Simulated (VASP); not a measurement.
A run of VASP 6.6.1:

The input INCAR:

```
SYSTEM = Ge2Cl
PREC = Accurate
ENCUT = 600
EDIFF = 1E-7
ISMEAR = 0
SIGMA = 0.1
LREAL = .False.
LASPH = .True.
NELM = 80
ALGO = Normal
ISIF = 3
LWAVE = .False.
LCHARG = .False.
GGA = PE
IBRION = 2
NSW = 100
EDIFFG = -0.01
```

Contents of KPOINTS:

```
regular mesh
0
Gamma
  12 12 12
  0 0 0
```

File POSCAR:

```
Ge2Cl
1.0
    0.0000000000      3.3086812674      3.3086812674
    3.3086812674      0.0000000000      3.3086812674
    3.3086812674      3.3086812674      0.0000000000
Ge Cl
2 1
Direct
    0.2500000000      0.2500000000      0.2500000000
    0.7500000000      0.7500000000      0.7500000000
    0.0000000000      0.0000000000      0.0000000000
```

Potentials or basis: VASP PAW PBE potentials, release 64 (Ge_d, Cl).

Run with:

```bash
$ cat potpaw_PBE.64/Ge_d/POTCAR potpaw_PBE.64/Cl/POTCAR > POTCAR
$ mpirun -np 1 vasp_std > vasp.out
```

Hardware: 1 thread of Intel(R) Xeon(R) 6975P-C (Granite Rapids) (shared host).

**Question.** Estimate the wall time of this run.

**Answer.** Run time: 2.5 min on 1 thread of Intel(R) Xeon(R) 6975P-C (Granite Rapids), on a shared host, peak memory 0.3 GiB. Counts: scf iterations 15, k points 72, ion steps 1.
